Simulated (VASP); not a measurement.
# TiAl in VASP: further runs

The runs below take TiAl through single point, with PBE.

All numbers are computed with VASP 6.6.1; they aren't measurements. Logs are shortened: lines on timing, memory, paths and dates and some standing lists are left out, and cuts for length are marked.

**1. The cell of the first run**

Symmetry: Pm-3m, No. 221, cubic system. The conventional cell has a = 3.186 Å, b = 3.186 Å, c = 3.186 Å, α = 90.00°, β = 90.00°, γ = 90.00°. Within 3.6 Å of Ti (site symmetry m-3m) lie 8 Al at 2.76 Å and 6 Ti at 3.19 Å. Within 3.6 Å of Al (site symmetry m-3m) lie 8 Ti at 2.76 Å and 6 Al at 3.19 Å.

**2. Single point, PBE (atom 1 moved 0.06 Å, then relaxed in part)**

Input file INCAR:

```
SYSTEM = TiAl
PREC = Accurate
ENCUT = 520
EDIFF = 1E-7
ISMEAR = 0
SIGMA = 0.15
LREAL = .FALSE.
LASPH = .TRUE.
NELM = 80
ALGO = Normal
ISIF = 2
LWAVE = .FALSE.
LCHARG = .FALSE.
GGA = PE
NBANDS = 14
```

Input file KPOINTS:

```
regular mesh
0
G
  10 10 10
  0 0 0
```

Input file POSCAR:

```
TiAl
1.0
    3.1863219229      0.0000000000      0.0000000000
    0.0000000000      3.1863219229      0.0000000000
    0.0000000000      0.0000000000      3.1863219229
Ti Al
1 1
Direct
    0.0000049701      0.0000093237     -0.0000095908
    0.4999950299      0.4999906763      0.5000095908
```

Potentials or basis: VASP PAW PBE potentials, release 64 (Ti_sv, Al).

On the command line:

```console
> cat potpaw_PBE.64/Ti_sv/POTCAR potpaw_PBE.64/Al/POTCAR > POTCAR
> mpirun -np 1 vasp_std > vasp.out
```

OUTCAR:

```text
SYSTEM = TiAl
   PREC = Accurate
   ENCUT = 520
   EDIFF = 1E-7
   ISMEAR = 0
   LREAL = .FALSE.
   LASPH = .TRUE.
   NELM = 80
   ISIF = 2
   GGA = PE

 ion  position               nearest neighbor table
   1  0.000  0.000  1.000-   2 2.76   2 2.76   2 2.76   2 2.76   2 2.76   2 2.76   2 2.76   2 2.76

   2  0.500  0.500  0.500-   1 2.76   1 2.76   1 2.76   1 2.76   1 2.76   1 2.76   1 2.76   1 2.76

  LATTYP: Found a simple cubic cell.
 ALAT       =     3.1863219229

  Lattice vectors:

 A1 = (   3.1863219229,   0.0000000000,   0.0000000000)
 A2 = (   0.0000000000,   3.1863219229,   0.0000000000)
 A3 = (   0.0000000000,   0.0000000000,   3.1863219229)

Analysis of symmetry for initial positions (statically):
=====================================================================
 Subroutine PRICEL returns:
 Original cell was already a primitive cell.

 Routine SETGRP: Setting up the symmetry group for a
 simple cubic supercell.

 Subroutine GETGRP returns: Found  6 space group operations
 (whereof  6 operations were pure point group operations)
 out of a pool of 48 trial point group operations.

The static configuration has the point symmetry C_3v.

Analysis of symmetry for dynamics (positions and initial velocities):
=====================================================================
 Subroutine PRICEL returns:
 Original cell was already a primitive cell.

 Routine SETGRP: Setting up the symmetry group for a
 simple cubic supercell.

 Subroutine GETGRP returns: Found  6 space group operations
 (whereof  6 operations were pure point group operations)
 out of a pool of 48 trial point group operations.

The dynamic configuration has the point symmetry C_3v.

 Subroutine INISYM returns: Found  6 space group operations
 (whereof  6 operations are pure point group operations),
 and found     1 'primitive' translations

----------------------------------------------------------------------------------------

                                     Primitive cell

  volume of cell :      32.3496

  direct lattice vectors                    reciprocal lattice vectors
     3.186321923  0.000000000  0.000000000     0.313841484  0.000000000  0.000000000
     0.000000000  3.186321923  0.000000000     0.000000000  0.313841484  0.000000000
     0.000000000  0.000000000  3.186321923     0.000000000  0.000000000  0.313841484

  length of vectors
     3.186321923  3.186321923  3.186321923     0.313841484  0.313841484  0.313841484
[... 90 lines left out ...]
   TEBEG  =    0.0;   TEEND  =   0.0 temperature during run
   PSTRESS=    0.0 pullay stress
   NELECT =      15.0000    total number of electrons
   NUPDOWN=      -1.0000    fix difference up-down
   EMIN   =  10.00;   EMAX   =-10.00  energy-range for DOS
   EFERMI =   0.00;   METHOD = LEGACY
   ISMEAR =     0;   SIGMA  =   0.15  broadening in eV -4-tet -1-fermi 0-gaus
   EFERMI_NEDOS =   21; number of points for ismear=-14 and -15
   IALGO  =     38    algorithm
   IMIX   =      4    mixing-type and parameters
     AMIX     =   0.40;   BMIX     =  1.00
     AMIX_MAG =   1.60;   BMIX_MAG =  1.00
  volume/ion in A,a.u.               =      16.17       109.15
  Fermi-wavevector in a.u.,A,eV,Ry     =   1.267114  2.394498 21.845204  1.605577
  Thomas-Fermi vector in A             =   2.400279
   LORBIT       =      0    0 simple, 1 ext, 2 COOP (PROOUT), +10 PAW based schemes
   GGA     = PE    functional components
   LHFCALC =     F    Hartree Fock is set to
   AEXX    =    0.0000 exact exchange contribution
   IVDW    =     0    specifies the selected vdW correction
   LEPSILON=     F    determine dielectric tensor
   LRPA    =     F    only Hartree local field effects (RPA)
 non-spin polarized calculation
 Gauss-broadening in eV      SIGMA  =   0.15
  energy-cutoff  :      520.00
  volume of cell :       32.35
 maximum number of plane-waves:       912
   NGX = 11   NGY = 11   NGZ = 11

 number of electron      14.9999994 magnetization

 Free energy of the ion-electron system (eV)
  ---------------------------------------------------
  ext. energy  EPLUGINS =         0.00000000
  ---------------------------------------------------
  free energy    TOTEN  =       -12.12406771 eV

  energy without entropy =      -12.09581369  energy(sigma->0) =      -12.10994070

 E-fermi :   8.7093     XC(G=0): -11.0572

 val. band max:        8.6988357182   @ k =  -0.4000  -0.3000   0.2000
 cond. band min:       8.7180390031   @ k =   0.2000   0.2000   0.4000
 fundamental gap:      0.0192032848
 Fermi energy:         8.7093138626

 k-point     1 :       0.0000    0.0000    0.0000
  band No.  band energies     occupation
      1     -48.2048      2.00000
      2     -24.4069      2.00000
      3     -24.4069      2.00000
      4     -24.4069      2.00000
      5      -0.5421      2.00000
      6       7.2811      2.00000
      7       7.2811      2.00000
      8      10.4949      0.00000
      9      10.4949      0.00000
     10      10.4949      0.00000
     11      13.0841      0.00000
     12      13.0841      0.00000
     13      13.0841      0.00000
     14      17.4612      0.00000
[... 377 lines left out ...]
      1     -48.1862      2.00000
      2     -24.5050      2.00000
      3     -24.5005      2.00000
      4     -24.3877      2.00000
      5       2.0038      2.00000
      6       6.3244      2.00000
      7       6.8232      2.00000
      8       8.6822      1.20161
      9       9.4427      0.00000
     10       9.7707      0.00000
     11      11.6278      0.00000
     12      13.1025      0.00000
     13      15.9886      0.00000
     14      16.8341      0.00000

 [... further k-points ...]

------------------------ aborting loop because EDIFF is reached ----------------------------------------

  FORCE on cell =-STRESS in cart. coord.  units (eV):
  Direction    XX          YY          ZZ          XY          YZ          ZX
  --------------------------------------------------------------------------------------
  -------------------------------------------------------------------------------------
  Total        0.0024404      0.0024404      0.0024404     -0.0000017      0.0000017      0.0000017
  in kB        0.1208660      0.1208660      0.1208660     -0.0000845      0.0000845      0.0000845
  external PRESSURE =       0.1208660 kB  Pullay stress =       0.0000000 kB

 VOLUME and BASIS-vectors are now :
 -----------------------------------------------------------------------------
  energy-cutoff  :      520.00
  volume of cell :       32.35
      direct lattice vectors                 reciprocal lattice vectors
     3.186321923  0.000000000  0.000000000     0.313841484  0.000000000  0.000000000
     0.000000000  3.186321923  0.000000000     0.000000000  0.313841484  0.000000000
     0.000000000  0.000000000  3.186321923     0.000000000  0.000000000  0.313841484

 POSITION                                       TOTAL-FORCE (eV/Angst)
 -----------------------------------------------------------------------------------
      0.00002      0.00003      3.18629        -0.000358     -0.000358      0.000358
      1.59315      1.59313      1.59319         0.000358      0.000358     -0.000358
 -----------------------------------------------------------------------------------
    total drift:                                0.018984     -0.008783      0.010487

  FREE ENERGIE OF THE ION-ELECTRON SYSTEM (eV)
  ---------------------------------------------------
  free  energy   TOTEN  =       -12.1240677135 eV

  energy  without entropy=      -12.0958136900  energy(sigma->0) =      -12.10994070
```

OSZICAR:

```text
N       E                     dE             d eps       ncg     rms          rms(c)
DAV:   1     0.991500439144E+02    0.99150E+02   -0.70933E+03  3254   0.109E+03
DAV:   2    -0.812374712715E+01   -0.10727E+03   -0.10334E+03  3344   0.298E+02
DAV:   3    -0.136199935857E+02   -0.54962E+01   -0.53336E+01  5024   0.645E+01
DAV:   4    -0.137788333655E+02   -0.15884E+00   -0.15831E+00  3578   0.969E+00
DAV:   5    -0.137850172461E+02   -0.61839E-02   -0.61826E-02  4784   0.181E+00    0.975E+00
DAV:   6    -0.122099238633E+02    0.15751E+01   -0.51750E+00  3716   0.309E+01    0.291E+00
DAV:   7    -0.121330094735E+02    0.76914E-01   -0.45741E-01  3598   0.901E+00    0.172E+00
DAV:   8    -0.121268333972E+02    0.61761E-02   -0.55051E-02  4346   0.246E+00    0.569E-01
DAV:   9    -0.121239153572E+02    0.29180E-02   -0.94622E-03  3888   0.131E+00    0.167E-01
DAV:  10    -0.121240475359E+02   -0.13218E-03   -0.24451E-04  3644   0.149E-01    0.927E-02
DAV:  11    -0.121240660986E+02   -0.18563E-04   -0.14249E-04  3910   0.131E-01    0.201E-02
DAV:  12    -0.121240677817E+02   -0.16831E-05   -0.14098E-05  3740   0.274E-02    0.734E-03
DAV:  13    -0.121240676420E+02    0.13966E-06   -0.76940E-07  3816   0.989E-03    0.458E-03
DAV:  14    -0.121240677135E+02   -0.71472E-07   -0.18480E-07  3792   0.342E-03
   1 F= -.12124068E+02 E0= -.12109941E+02  d E =-.282540E-01
```

It took 12 s on 1 thread of Intel Xeon 6975P-C (Granite Rapids), shared host; peak memory 0.17 GiB.

Results:

* Free energy: -12.1241 eV
* Pressure: 0.0 GPa

Caveat: the cell differs from its parent crystal (atom 1 moved 0.06 Å, then relaxed in part).

**3. Single point, PBE (atom 1 moved 0.06 Å)**

Input file INCAR:

```
SYSTEM = TiAl
ALGO     = Fast           ! electronic algorithm
EDIFF    = 1E-6           ! SCF threshold, eV
ENCUT    = 520            ! plane-wave cutoff, eV
GGA      = PE             ! functional
ISIF     = 2              ! what is computed and relaxed
ISMEAR   = 0              ! smearing method
LASPH    = .TRUE.         ! aspherical terms in the spheres
LCHARG   = .FALSE.        ! write CHGCAR
LREAL    = .FALSE.        ! projectors in reciprocal space
LWAVE    = .FALSE.        ! write WAVECAR
NBANDS   = 14             ! bands
NELM     = 80             ! most SCF steps
PREC     = Accurate       ! precision mode
SIGMA    = 0.15           ! smearing width, eV
```

Input file KPOINTS:

```
k-points
0
G
  10 10 10
  0 0 0
```

Input file POSCAR:

```
TiAl
1.0
    3.1863219229      0.0000000000      0.0000000000
    0.0000000000      3.1863219229      0.0000000000
    0.0000000000      0.0000000000      3.1863219229
Ti Al
1 1
Direct
    0.0022751530      0.0052060821     -0.0075078104
    0.4977248470      0.4947939179      0.5075078104
```

Potentials or basis: VASP PAW PBE potentials, release 64 (Ti_sv, Al).

On the command line:

```console
> cat potpaw_PBE.64/Ti_sv/POTCAR potpaw_PBE.64/Al/POTCAR > POTCAR
> mpirun -np 1 vasp_std > vasp.out
```

OUTCAR:

```text
SYSTEM = TiAl
   EDIFF = 1E-6
   ENCUT = 520
   GGA = PE
   ISIF = 2
   ISMEAR = 0
   LASPH = .TRUE.
   LREAL = .FALSE.
   NELM = 80
   PREC = Accurate

 ion  position               nearest neighbor table
   1  0.002  0.005  0.992-   2 2.70   2 2.72   2 2.74   2 2.76   2 2.76   2 2.78   2 2.80   2 2.81

   2  0.498  0.495  0.508-   1 2.70   1 2.72   1 2.74   1 2.76   1 2.76   1 2.78   1 2.80   1 2.81

  LATTYP: Found a simple cubic cell.
 ALAT       =     3.1863219229

  Lattice vectors:

 A1 = (   3.1863219229,   0.0000000000,   0.0000000000)
 A2 = (   0.0000000000,   3.1863219229,   0.0000000000)
 A3 = (   0.0000000000,   0.0000000000,   3.1863219229)

Analysis of symmetry for initial positions (statically):
=====================================================================
 Subroutine PRICEL returns:
 Original cell was already a primitive cell.

 Routine SETGRP: Setting up the symmetry group for a
 simple cubic supercell.

 Subroutine GETGRP returns: Found  1 space group operations
 (whereof  1 operations were pure point group operations)
 out of a pool of 48 trial point group operations.

The static configuration has the point symmetry C_1 .

Analysis of symmetry for dynamics (positions and initial velocities):
=====================================================================
 Subroutine PRICEL returns:
 Original cell was already a primitive cell.

 Routine SETGRP: Setting up the symmetry group for a
 simple cubic supercell.

 Subroutine GETGRP returns: Found  1 space group operations
 (whereof  1 operations were pure point group operations)
 out of a pool of 48 trial point group operations.

The dynamic configuration has the point symmetry C_1 .

 Subroutine INISYM returns: Found  1 space group operations
 (whereof  1 operations are pure point group operations),
 and found     1 'primitive' translations

----------------------------------------------------------------------------------------

                                     Primitive cell

  volume of cell :      32.3496

  direct lattice vectors                    reciprocal lattice vectors
     3.186321923  0.000000000  0.000000000     0.313841484  0.000000000  0.000000000
     0.000000000  3.186321923  0.000000000     0.000000000  0.313841484  0.000000000
     0.000000000  0.000000000  3.186321923     0.000000000  0.000000000  0.313841484

  length of vectors
     3.186321923  3.186321923  3.186321923     0.313841484  0.313841484  0.313841484

  position of ions in fractional coordinates (direct lattice)
     0.002275153  0.005206082  0.992492190
     0.497724847  0.494793918  0.507507810

  ion indices of the primitive-cell ions
   primitive index   ion index
                 1           1
                 2           2

----------------------------------------------------------------------------------------

 KPOINTS: k-points

Automatic generation of k-mesh.
 Grid dimensions read from file:
 generate k-points for:   10   10   10

 Generating k-lattice:

  Cartesian coordinates                     Fractional coordinates (reciprocal lattice)
     0.031384148  0.000000000  0.000000000     0.100000000  0.000000000  0.000000000
     0.000000000  0.031384148  0.000000000     0.000000000  0.100000000  0.000000000
[... 41 lines left out ...]
   number of dos      NEDOS =    301   number of ions     NIONS =      2
   total plane-waves  NPLWV =  13824
   dimension x,y,z NGX =    24 NGY =   24 NGZ =   24
   dimension x,y,z NGXF=    48 NGYF=   48 NGZF=   48
   ions per type =               1   1
   NGX,Y,Z   is equivalent  to a cutoff of  12.52, 12.52, 12.52 a.u.
   NGXF,Y,Z  is equivalent  to a cutoff of  25.04, 25.04, 25.04 a.u.
 SYSTEM =  TiAl
   PREC   = accura    normal or accurate (medium, high low for compatibility)
   ISTART =      0    job   : 0-new  1-cont  2-samecut
   ICHARG =      2    charge: 1-file 2-atom 10-const
   ISPIN  =      1    spin polarized calculation?
   LNONCOLLINEAR =      F non collinear calculations
   LSORBIT =      F    spin-orbit coupling
   LASPH  =      T    aspherical Exc in radial PAW
   ENCUT  =  520.0 eV  38.22 Ry    6.18 a.u.   5.92  5.92  5.92*2*pi/ulx,y,z
   NELM   =     80;   NELMIN=  2; NELMDL= -5     # of ELM steps
   EDIFF  = 0.1E-05   stopping-criterion for ELM
   LREAL  =      F    real-space projection
   EDIFFG = 0.1E-04   stopping-criterion for IOM
   NSW    =      0    number of steps for IOM
   IBRION =     -1    ionic relax: 0-MD 1-quasi-New 2-CG
   NFREE  =      0    steps in history (QN), initial steepest desc. (CG)
   ISIF   =      2    stress and relaxation
   ISYM   =      2    0-nonsym 1-usesym 2-fastsym
   POTIM  = 0.5000    time-step for ionic-motion
   TEBEG  =    0.0;   TEEND  =   0.0 temperature during run
   PSTRESS=    0.0 pullay stress
   NELECT =      15.0000    total number of electrons
   NUPDOWN=      -1.0000    fix difference up-down
   EMIN   =  10.00;   EMAX   =-10.00  energy-range for DOS
   EFERMI =   0.00;   METHOD = LEGACY
   ISMEAR =     0;   SIGMA  =   0.15  broadening in eV -4-tet -1-fermi 0-gaus
   EFERMI_NEDOS =   21; number of points for ismear=-14 and -15
   IALGO  =     68    algorithm
   IMIX   =      4    mixing-type and parameters
     AMIX     =   0.40;   BMIX     =  1.00
     AMIX_MAG =   1.60;   BMIX_MAG =  1.00
  volume/ion in A,a.u.               =      16.17       109.15
  Fermi-wavevector in a.u.,A,eV,Ry     =   1.267114  2.394498 21.845204  1.605577
  Thomas-Fermi vector in A             =   2.400279
   LORBIT       =      0    0 simple, 1 ext, 2 COOP (PROOUT), +10 PAW based schemes
   GGA     = PE    functional components
   LHFCALC =     F    Hartree Fock is set to
   AEXX    =    0.0000 exact exchange contribution
   IVDW    =     0    specifies the selected vdW correction
   LEPSILON=     F    determine dielectric tensor
   LRPA    =     F    only Hartree local field effects (RPA)
 non-spin polarized calculation
 RMM-DIIS sequential band-by-band and
 Gauss-broadening in eV      SIGMA  =   0.15
  energy-cutoff  :      520.00
  volume of cell :       32.35
 maximum number of plane-waves:       912
   NGX = 11   NGY = 11   NGZ = 11

 number of electron      14.9999999 magnetization

 Free energy of the ion-electron system (eV)
  ---------------------------------------------------
  ext. energy  EPLUGINS =         0.00000000
  ---------------------------------------------------
  free energy    TOTEN  =       -12.11293081 eV

  energy without entropy =      -12.08465630  energy(sigma->0) =      -12.09879356

 E-fermi :   8.7070     XC(G=0): -11.0564

 val. band max:        8.6976104488   @ k =  -0.4000   0.3000  -0.2000
 cond. band min:       8.7127666213   @ k =  -0.4000   0.2000   0.2000
 fundamental gap:      0.0151561725
 Fermi energy:         8.7069916637

 k-point     1 :       0.0000    0.0000    0.0000
  band No.  band energies     occupation
      1     -48.2049      2.00000
      2     -24.4078      2.00000
      3     -24.4072      2.00000
      4     -24.4066      2.00000
      5      -0.5415      2.00000
      6       7.2772      2.00000
      7       7.2774      2.00000
      8      10.4869      0.00000
      9      10.4928      0.00000
     10      10.4952      0.00000
     11      13.0884      0.00000
     12      13.0884      0.00000
     13      13.0951      0.00000
     14      17.4608      0.00000
[... 377 lines left out ...]
      1     -48.1986      2.00000
      2     -24.4635      2.00000
      3     -24.4177      2.00000
      4     -24.4009      2.00000
      5       0.2332      2.00000
      6       6.8395      2.00000
      7       7.4852      2.00000
      8       9.4433      0.00000
      9       9.7396      0.00000
     10      10.3855      0.00000
     11      11.8700      0.00000
     12      13.6035      0.00000
     13      14.6176      0.00000
     14      17.0768      0.00000

 [... further k-points ...]

------------------------ aborting loop because EDIFF is reached ----------------------------------------

  FORCE on cell =-STRESS in cart. coord.  units (eV):
  Direction    XX          YY          ZZ          XY          YZ          ZX
  --------------------------------------------------------------------------------------
  -------------------------------------------------------------------------------------
  Total        0.0398297      0.0314365      0.0203989      0.0073994     -0.0242788     -0.0106616
  in kB        1.9726430      1.5569537      1.0102942      0.3664683     -1.2024574     -0.5280382
  external PRESSURE =       1.5132970 kB  Pullay stress =       0.0000000 kB

 VOLUME and BASIS-vectors are now :
 -----------------------------------------------------------------------------
  energy-cutoff  :      520.00
  volume of cell :       32.35
      direct lattice vectors                 reciprocal lattice vectors
     3.186321923  0.000000000  0.000000000     0.313841484  0.000000000  0.000000000
     0.000000000  3.186321923  0.000000000     0.000000000  0.313841484  0.000000000
     0.000000000  0.000000000  3.186321923     0.000000000  0.000000000  0.313841484

 POSITION                                       TOTAL-FORCE (eV/Angst)
 -----------------------------------------------------------------------------------
      0.00725      0.01659      3.16240        -0.090123     -0.205838      0.296116
      1.58591      1.57657      1.61708         0.090123      0.205838     -0.296116
 -----------------------------------------------------------------------------------
    total drift:                                0.000138      0.000222     -0.000131

  FREE ENERGIE OF THE ION-ELECTRON SYSTEM (eV)
  ---------------------------------------------------
  free  energy   TOTEN  =       -12.1129308123 eV

  energy  without entropy=      -12.0846563038  energy(sigma->0) =      -12.09879356
```

Run time: 96 s. Hardware: 1 thread of Intel Xeon 6975P-C (Granite Rapids), shared host; peak memory 0.34 GiB.

Results:

| Item | Value |
| --- | --- |
| Free energy | -12.1129 eV |
| Pressure | 0.2 GPa |
| Largest force | 0.372 eV/Å |

Forces in eV/Å, atoms in the order of the input:
```
Ti  -0.090 -0.206  0.296
Al   0.090  0.206 -0.296
```

Caveat: the cell differs from its parent crystal (atom 1 moved 0.06 Å).
